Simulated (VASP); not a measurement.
## CsMgBiO3: single point with LDA

The system is CsMgBiO3.

```
Cs Mg Bi O
1.0
     3.13956    1.81262    3.77482
    -3.13956    1.81262    3.77482
     0.00000   -3.62525    3.77482
Cs Mg Bi O
1 1 1 3
Direct
  0.89838 0.89838 0.89838
  0.30827 0.30827 0.30827
  0.56691 0.56691 0.56691
  0.49684 0.98255 0.49684
  0.49684 0.49684 0.98255
  0.98255 0.49684 0.49684
```

```json
{"Program": "VASP 6.6.1", "Task": "single point", "Functional": "LDA", "Potentials or basis": "VASP PAW LDA potentials, release 64 (Cs_sv, Mg, Bi_d, O)", "Cutoff": "600 eV", "k mesh": "4 × 4 × 4", "Occupations": "fermi-dirac, width 0.01 eV", "Spin": "no spin polarisation"}
```

The pressure is 0.0 GPa, the largest force is 0.111 eV/Å and the band gap on the k mesh is 2.72 eV.

Forces in eV/Å, atoms in the order of the input:
```
Cs   0.000  0.000  0.008
Mg   0.000  0.000  0.021
Bi   0.000  0.000 -0.111
O   -0.027  0.016  0.027
O    0.000 -0.031  0.027
O    0.027  0.016  0.027
```

Stress tensor (GPa, compression positive):
```
 0.04  0.00  0.00
 0.00  0.04  0.00
 0.00  0.00 -0.14
```

Levels at points of the mesh, in eV from the valence-band top:
```csv
k point,band 20,band 21,band 22,band 23,band 24,band 25
"(0.00, 0.00, 0.00)",-1.51,-1.51,-1.07,2.90,4.66,4.66
"(0.50, 0.00, 0.00)",-1.57,-1.42,-1.11,3.10,4.45,5.07
"(0.50, 0.50, 0.00)",-1.57,-1.32,-0.50,3.00,3.67,4.25
"(0.50, 0.50, 0.50)",-1.49,-0.99,0.00,2.72,2.72,2.88
```

Wall time 48 s on 1 thread of Intel(R) Xeon(R) Platinum 8488C (Sapphire Rapids), on a shared host, peak memory 0.25 GiB.

Caveat: spin-orbit coupling is left out, which moves the levels of the heavy elements. A k mesh can miss the band edges.
